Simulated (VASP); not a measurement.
# CoO (R-3m) in VASP: notebook

CoO is run at these levels: PBEsol+D4, PBE+D4; tasks: single point.

Program: VASP 6.6.1. These are calculated values, not measurements. Logs are shortened: lines on timing, memory, paths and dates and some standing lists are left out, and cuts for length are marked.

### Step 1. The cell of the first run

Symmetry: R-3m, No. 166, trigonal system. Conventional cell: a = 3.048 Å, b = 3.048 Å, c = 6.674 Å, α = 90.00°, β = 90.00°, γ = 120.00°. Co (site symmetry -3m) has 6 O at 2.08 Å and 6 Co at 2.84 Å within 2.9 Å. Within 2.9 Å of O (site symmetry -3m) lie 6 Co at 2.08 Å and 6 O at 2.84 Å.

### Step 2. Single point, PBEsol+D4, collinear spin, ferromagnetic start

Input file INCAR:

```
SYSTEM = CoO
ALGO = Normal
EDIFF = 1E-6
ENCUT = 520
GGA = PS
ISIF = 2
ISMEAR = -1
ISPIN = 2
IVDW = 13
LASPH = .TRUE.
LCHARG = .FALSE.
LMAXMIX = 4
LORBIT = 11
LREAL = .FALSE.
LWAVE = .FALSE.
MAGMOM = 2 0
NBANDS = 18
NELM = 150
PREC = Accurate
SIGMA = 0.05
```

Input file KPOINTS:

```
k-points
0
G
  11 11 11
  0 0 0
```

Input file POSCAR:

```
CoO
1.0
    1.5241780347      0.8799845987      2.2245034607
   -1.5241780347      0.8799845987      2.2245034607
    0.0000000000     -1.7599691973      2.2245034607
Co O
1 1
Direct
    0.0000000000      0.0000000000      0.0000000000
    0.5000000000      0.5000000000      0.5000000000
```

Potentials or basis: VASP PAW PBE potentials, release 64 (Co, O).

Run with:

```bash
$ cat potpaw_PBE.64/Co/POTCAR potpaw_PBE.64/O/POTCAR > POTCAR
$ mpirun -np 1 vasp_std > vasp.out
```

OUTCAR:

```text
SYSTEM = CoO
   EDIFF = 1E-6
   ENCUT = 520
   GGA = PS
   ISIF = 2
   ISMEAR = -1
   ISPIN = 2
   IVDW = 13
   LASPH = .TRUE.
   LORBIT = 11
   LREAL = .FALSE.
   NELM = 150
   PREC = Accurate

 ion  position               nearest neighbor table
   1  0.000  0.000  0.000-   2 2.08   2 2.08   2 2.08   2 2.08   2 2.08   2 2.08
   2  0.500  0.500  0.500-   1 2.08   1 2.08   1 2.08   1 2.08   1 2.08   1 2.08

  LATTYP: Found a trigonal (rhomboedric) cell.
 ALAT       =     2.8365308428
 COS(alpha) =     0.4225340618

  Lattice vectors:

 A1 = (   1.5241780347,   0.8799845987,   2.2245034607)
 A2 = (  -1.5241780347,   0.8799845987,   2.2245034607)
 A3 = (   0.0000000000,  -1.7599691973,   2.2245034607)

Analysis of symmetry for initial positions (statically):
=====================================================================
 Subroutine PRICEL returns:
 Original cell was already a primitive cell.

 Routine SETGRP: Setting up the symmetry group for a
 trigonal (rhombohedral) supercell.

 Subroutine GETGRP returns: Found 12 space group operations
 (whereof 12 operations were pure point group operations)
 out of a pool of 12 trial point group operations.

The static configuration has the point symmetry D_3d.

Analysis of symmetry for dynamics (positions and initial velocities):
=====================================================================
 Subroutine PRICEL returns:
 Original cell was already a primitive cell.

 Routine SETGRP: Setting up the symmetry group for a
 trigonal (rhombohedral) supercell.

 Subroutine GETGRP returns: Found 12 space group operations
 (whereof 12 operations were pure point group operations)
 out of a pool of 12 trial point group operations.

The dynamic configuration has the point symmetry D_3d.

Analysis of structural, dynamic, and magnetic symmetry:
=====================================================================
 Subroutine PRICEL returns:
 Original cell was already a primitive cell.

 Routine SETGRP: Setting up the symmetry group for a
 trigonal (rhombohedral) supercell.

 Subroutine GETGRP returns: Found 12 space group operations
 (whereof 12 operations were pure point group operations)
 out of a pool of 12 trial point group operations.

The overall configuration has the point symmetry D_3d.

 Subroutine INISYM returns: Found 12 space group operations
 (whereof 12 operations are pure point group operations),
 and found     1 'primitive' translations

----------------------------------------------------------------------------------------

                                     Primitive cell

  volume of cell :      17.9017

  direct lattice vectors                    reciprocal lattice vectors
     1.524178035  0.879984599  2.224503461     0.328045667  0.189397254  0.149846174
    -1.524178035  0.879984599  2.224503461    -0.328045667  0.189397254  0.149846174
     0.000000000 -1.759969197  2.224503461     0.000000000 -0.378794508  0.149846174

  length of vectors
     2.836530843  2.836530843  2.836530843     0.407356300  0.407356300  0.407356300

  position of ions in fractional coordinates (direct lattice)
     0.000000000  0.000000000  0.000000000
     0.500000000  0.500000000  0.500000000

  ion indices of the primitive-cell ions
   primitive index   ion index
                 1           1
                 2           2

----------------------------------------------------------------------------------------

 KPOINTS: k-points

Automatic generation of k-mesh.
 Grid dimensions read from file:
 generate k-points for:   11   11   11

 Generating k-lattice:

  Cartesian coordinates                     Fractional coordinates (reciprocal lattice)
     0.029822333  0.017217932  0.013622379     0.090909091 -0.000000000  0.000000000
    -0.029822333  0.017217932  0.013622379    -0.000000000  0.090909091  0.000000000
     0.000000000 -0.034435864  0.013622379    -0.000000000 -0.000000000  0.090909091

  Length of vectors
     0.037032391  0.037032391  0.037032391

  Shift w.r.t. Gamma in fractional coordinates (k-lattice)
     0.000000000  0.000000000  0.000000000

 Subroutine IBZKPT returns following result:
 ===========================================

 Found    146 irreducible k-points:

 Following reciprocal coordinates:
            Coordinates               Weight
  0.000000  0.000000  0.000000      1.000000
  0.090909  0.000000  0.000000      6.000000
  0.181818 -0.000000 -0.000000      6.000000
  0.272727  0.000000  0.000000      6.000000
  0.363636  0.000000  0.000000      6.000000
  0.454545  0.000000  0.000000      6.000000
[... 16 lines left out ...]
 -0.272727  0.181818  0.000000     12.000000
 -0.181818  0.181818  0.000000      6.000000
 [... further k-points ...]
   k-points           NKPTS =    146   k-points in BZ     NKDIM =    146   number of bands    NBANDS=     18
   number of dos      NEDOS =    301   number of ions     NIONS =      2
   total plane-waves  NPLWV =  13824
   dimension x,y,z NGX =    24 NGY =   24 NGZ =   24
   dimension x,y,z NGXF=    48 NGYF=   48 NGZF=   48
   ions per type =               1   1
   NGX,Y,Z   is equivalent  to a cutoff of  14.07, 14.07, 14.07 a.u.
   NGXF,Y,Z  is equivalent  to a cutoff of  28.13, 28.13, 28.13 a.u.
 SYSTEM =  CoO
   PREC   = accura    normal or accurate (medium, high low for compatibility)
   ISTART =      0    job   : 0-new  1-cont  2-samecut
   ICHARG =      2    charge: 1-file 2-atom 10-const
   ISPIN  =      2    spin polarized calculation?
   LNONCOLLINEAR =      F non collinear calculations
   LSORBIT =      F    spin-orbit coupling
   LASPH  =      T    aspherical Exc in radial PAW
   ENCUT  =  520.0 eV  38.22 Ry    6.18 a.u.   5.27  5.27  5.27*2*pi/ulx,y,z
   NELM   =    150;   NELMIN=  2; NELMDL= -5     # of ELM steps
   EDIFF  = 0.1E-05   stopping-criterion for ELM
   LREAL  =      F    real-space projection
   EDIFFG = 0.1E-04   stopping-criterion for IOM
   NSW    =      0    number of steps for IOM
   IBRION =     -1    ionic relax: 0-MD 1-quasi-New 2-CG
   NFREE  =      0    steps in history (QN), initial steepest desc. (CG)
   ISIF   =      2    stress and relaxation
   ISYM   =      2    0-nonsym 1-usesym 2-fastsym
   POTIM  = 0.5000    time-step for ionic-motion
   TEBEG  =    0.0;   TEEND  =   0.0 temperature during run
   PSTRESS=    0.0 pullay stress
   NELECT =      15.0000    total number of electrons
   NUPDOWN=      -1.0000    fix difference up-down
   EMIN   =  10.00;   EMAX   =-10.00  energy-range for DOS
   EFERMI =   0.00;   METHOD = LEGACY
   ISMEAR =    -1;   SIGMA  =   0.05  broadening in eV -4-tet -1-fermi 0-gaus
   EFERMI_NEDOS =   21; number of points for ismear=-14 and -15
   IALGO  =     38    algorithm
   IMIX   =      4    mixing-type and parameters
     AMIX     =   0.40;   BMIX     =  1.00
     AMIX_MAG =   1.60;   BMIX_MAG =  1.00
  volume/ion in A,a.u.               =       8.95        60.40
  Fermi-wavevector in a.u.,A,eV,Ry     =   1.543382  2.916570 32.409476  2.382029
  Thomas-Fermi vector in A             =   2.649053
   LORBIT       =     11    0 simple, 1 ext, 2 COOP (PROOUT), +10 PAW based schemes
   GGA     = PS    functional components
   LHFCALC =     F    Hartree Fock is set to
   AEXX    =    0.0000 exact exchange contribution
   IVDW    =    13    specifies the selected vdW correction
   LEPSILON=     F    determine dielectric tensor
   LRPA    =     F    only Hartree local field effects (RPA)
 spin polarized calculation
  energy-cutoff  :      520.00
  volume of cell :       17.90
 maximum number of plane-waves:       492
 NGX is ok and might be reduce to    24
   NGX = 11   NGY = 11   NGZ = 11

 number of electron      15.0000002 magnetization       2.6606106

 Free energy of the ion-electron system (eV)
  ---------------------------------------------------
  ext. energy  EPLUGINS =         0.00000000
  ---------------------------------------------------
  free energy    TOTEN  =       -14.01774948 eV

  energy without entropy =      -13.99062966  energy(sigma->0) =      -14.00418957

 E-fermi :   8.8689     XC(G=0): -13.1170

 val. band max:        8.8669043767   @ k =  -0.3636  -0.4545   0.1818
 cond. band min:       8.8694374955   @ k =   0.4545   0.3636  -0.0000
 fundamental gap:      0.0025331188
 Fermi energy:         8.8688936387

 spin component 1

 k-point     1 :       0.0000    0.0000    0.0000
  band No.  band energies     occupation
      1     -12.0223      1.00000
      2       5.1654      1.00000
      3       5.1654      1.00000
      4       5.4417      1.00000
      5       5.4417      1.00000
      6       5.7537      1.00000
[... 10 lines left out ...]
     17      33.6835      0.00000
     18      34.8128      0.00000
[... 463 lines left out ...]
 k-point    24 :      -0.1818    0.1818    0.0000
  band No.  band energies     occupation
      1     -11.2160      1.00000
      2       1.6514      1.00000
      3       3.0879      1.00000
      4       3.3850      1.00000
      5       6.1681      1.00000
      6       6.2470      1.00000
[... 10 lines left out ...]
     17      35.9364      0.00000
     18      38.9521      0.00000

 [... further k-points ...]

 spin component 2

 k-point     1 :       0.0000    0.0000    0.0000
  band No.  band energies     occupation
      1     -11.5715      1.00000
      2       5.6537      1.00000
      3       5.6537      1.00000
      4       6.3923      1.00000
      5       7.3546      1.00000
      6       7.3546      1.00000
[... 10 lines left out ...]
     17      34.5924      0.00000
     18      35.6068      0.00000
[... 463 lines left out ...]
 k-point    24 :      -0.1818    0.1818    0.0000
  band No.  band energies     occupation
      1     -10.7460      1.00000
      2       2.3241      1.00000
      3       3.9824      1.00000
      4       4.5132      1.00000
      5       8.0905      1.00000
      6       8.4599      0.99972
[... 10 lines left out ...]
     17      36.4127      0.00000
     18      39.5459      0.00000

 [... further k-points ...]

------------------------ aborting loop because EDIFF is reached ----------------------------------------

  DFT-D4 for vdW energy calculation

  Edisp (eV):   -0.33193

  FORCE on cell =-STRESS in cart. coord.  units (eV):
  Direction    XX          YY          ZZ          XY          YZ          ZX
  --------------------------------------------------------------------------------------
  -------------------------------------------------------------------------------------
  Total      -0.09443    -0.09443    -0.06368     0.00000    -0.00000     0.00000
  in kB      -8.45157    -8.45157    -5.69946     0.00000    -0.00000     0.00000
  external pressure =       -7.53 kB  Pullay stress =        0.00 kB

 VOLUME and BASIS-vectors are now :
 -----------------------------------------------------------------------------
  energy-cutoff  :      520.00
  volume of cell :       17.90
      direct lattice vectors                 reciprocal lattice vectors
     1.524178035  0.879984599  2.224503461     0.328045667  0.189397254  0.149846174
    -1.524178035  0.879984599  2.224503461    -0.328045667  0.189397254  0.149846174
     0.000000000 -1.759969197  2.224503461     0.000000000 -0.378794508  0.149846174

 POSITION                                       TOTAL-FORCE (eV/Angst)
 -----------------------------------------------------------------------------------
      0.00000      0.00000      0.00000         0.000000     -0.000000      0.000000
      0.00000      0.00000      3.33676         0.000000      0.000000      0.000000
 -----------------------------------------------------------------------------------
    total drift:                               -0.000000      0.000000     -0.000000

  FREE ENERGIE OF THE ION-ELECTRON SYSTEM (eV)
  ---------------------------------------------------
  free  energy   TOTEN  =       -14.3496774498 eV

  energy  without entropy=      -14.3225576312  energy(sigma->0) =      -14.33611754

 total charge

# of ion       s       p       d       tot
------------------------------------------
    1        0.320   0.411   7.216   7.947
    2        1.553   3.423   0.000   4.976
--------------------------------------------------
tot          1.873   3.834   7.216  12.923

 magnetization (x)

# of ion       s       p       d       tot
------------------------------------------
    1        0.019   0.019   2.320   2.358
    2        0.030   0.227   0.000   0.258
--------------------------------------------------
tot          0.050   0.246   2.320   2.616
```

Run time: 35 s. Hardware: 1 thread of Intel Xeon 6975P-C (Granite Rapids), shared host; peak memory 0.2 GiB.

What came out:

```
Free energy                                           : -14.3497 eV
Pressure                                              : -0.8 GPa
Net moment                                            : 2.66 μB per cell
Site moments                                          : Co +2.36; O +0.26 μB
Valence electrons inside the program's atomic spheres : Co 7.95; O 4.98
Dispersion energy per atom                            : -0.166 eV
```

Stress tensor (GPa, compression positive):
```
-0.85  0.00  0.00
 0.00 -0.85  0.00
 0.00  0.00 -0.57
```

Caveat: the PAW data sets were made with another functional, which shifts forces and pressure a little; a cell with one magnetic atom can't hold antiferromagnetic order, which such compounds often take; semilocal functionals often make such compounds metallic where correlation or magnetic order opens a gap, which also shifts bond lengths. With open d or f shells a metallic result of PBEsol can be an artefact of self-interaction; +U or a hybrid may open a gap.

### Step 3. Single point, PBE+D4, collinear spin, ferromagnetic start

This run uses another cell than the first one, of 9.32 Å³/atom.

Input file INCAR:

```
PREC = Accurate
ENCUT = 520
EDIFF = 1E-7
ISMEAR = -1
SIGMA = 0.05
LREAL = F
LASPH = T
NELM = 150
ALGO = Normal
ISIF = 2
LWAVE = F
LCHARG = F
ISPIN = 2
MAGMOM = 2 0
LORBIT = 11
LMAXMIX = 4
GGA = PE
IVDW = 13
NBANDS = 18
```

Input file KPOINTS:

```
regular mesh
0
Gamma
  11 11 11
```

Input file POSCAR:

```
CoO
1.0
    1.5368423733      0.8872963579      2.2791150449
   -1.5368423733      0.8872963579      2.2791150449
    0.0000000000     -1.7745927158      2.2791150449
Co O
1 1
Direct
    0.0000000000      0.0000000000      0.0000000000
    0.5000000000      0.5000000000      0.5000000000
```

Potentials or basis: VASP PAW PBE potentials, release 64 (Co, O).

Run with:

```bash
$ cat potpaw_PBE.64/Co/POTCAR potpaw_PBE.64/O/POTCAR > POTCAR
$ mpirun -np 1 vasp_std > vasp.out
```

Run time: 42 s. Hardware: 1 thread of Intel Xeon 6975P-C (Granite Rapids), shared host; peak memory 0.2 GiB.

The run converged. Its results:

```
Free energy                                           : -13.6303 eV
Pressure                                              : -0.7 GPa
Net moment                                            : 2.79 μB per cell
Site moments                                          : Co +2.48; O +0.27 μB
Valence electrons inside the program's atomic spheres : Co 7.85; O 4.99
Dispersion energy per atom                            : -0.282 eV
```

Stress tensor (GPa, compression positive):
```
-0.77  0.00  0.00
 0.00 -0.77  0.00
 0.00  0.00 -0.57
```

Levels at points of the mesh, in eV from the Fermi level:
Spin up:
```
           k point  band 7  band 8  band 9  band 10  band 11  band 12
(0.00, 0.00, 0.00)   -3.11   -2.83   -2.76     1.23    16.90    17.63
```
Spin down:
```
           k point  band 3  band 4  band 5  band 6  band 7  band 8  band 9  band 10
(0.00, 0.00, 0.00)   -2.88   -2.27   -1.33   -1.33   -0.98    0.04    0.04     1.78
```

Caveat: a cell with one magnetic atom can't hold antiferromagnetic order, which such compounds often take; semilocal functionals often make such compounds metallic where correlation or magnetic order opens a gap, which also shifts bond lengths. With open d or f shells a metallic result of PBE can be an artefact of self-interaction; +U or a hybrid may open a gap.
